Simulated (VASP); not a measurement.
Input of a VASP 6.6.1 run:

INCAR

```
SYSTEM = KMgF3
PREC = Accurate ; ENCUT = 520
EDIFF = 1E-8 ; ISMEAR = 0
SIGMA = 0.01 ; LREAL = .FALSE.
LASPH = .TRUE. ; NELM = 100
ALGO = Normal ; ISIF = 2
LWAVE = .FALSE. ; LCHARG = .FALSE.
GGA = PE ; LEPSILON = .TRUE.
```

The input KPOINTS:

```
regular mesh
0
G
  6 6 6
  0 0 0
```

Contents of POSCAR:

```
KMgF3
1.0
    3.9802385496      0.0000000000      0.0000000000
    0.0000000000      3.9802385496      0.0000000000
    0.0000000000      0.0000000000      3.9802385496
K Mg F
1 1 3
Direct
    0.0000000000      0.0000000000      0.0000000000
    0.5000000000      0.5000000000      0.5000000000
    0.5000000000      0.5000000000      0.0000000000
    0.5000000000      0.0000000000      0.5000000000
    0.0000000000      0.5000000000      0.5000000000
```

Potentials or basis: VASP PAW PBE potentials, release 64 (K_sv, Mg, F).

Run with:

```bash
$ cat potpaw_PBE.64/K_sv/POTCAR potpaw_PBE.64/Mg/POTCAR potpaw_PBE.64/F/POTCAR > POTCAR
$ mpirun -np 1 vasp_std > vasp.out
```

Task: Predict the electronic dielectric tensor (diagonal).

Result: 2.07.

Task: Predict the Born charges (mean of the diagonal).

Result: K +1.18; Mg +2.00; F -1.06 e.

Task: What does it give for the band gap on the k mesh?

Result: 7.34 eV (least direct gap 7.66 eV).

Born effective charge tensors (e):
atom 1, K
```
1.18 0.00 0.00
0.00 1.18 0.00
0.00 0.00 1.18
```
atom 2, Mg
```
2.00 0.00 0.00
0.00 2.00 0.00
0.00 0.00 2.00
```
atom 3, F
```
-0.97  0.00  0.00
 0.00 -0.97  0.00
 0.00  0.00 -1.25
```
atom 4, F
```
-0.97  0.00  0.00
 0.00 -1.25  0.00
 0.00  0.00 -0.97
```
atom 5, F
```
-1.25  0.00  0.00
 0.00 -0.97  0.00
 0.00  0.00 -0.97
```

A k mesh can miss the band edges.
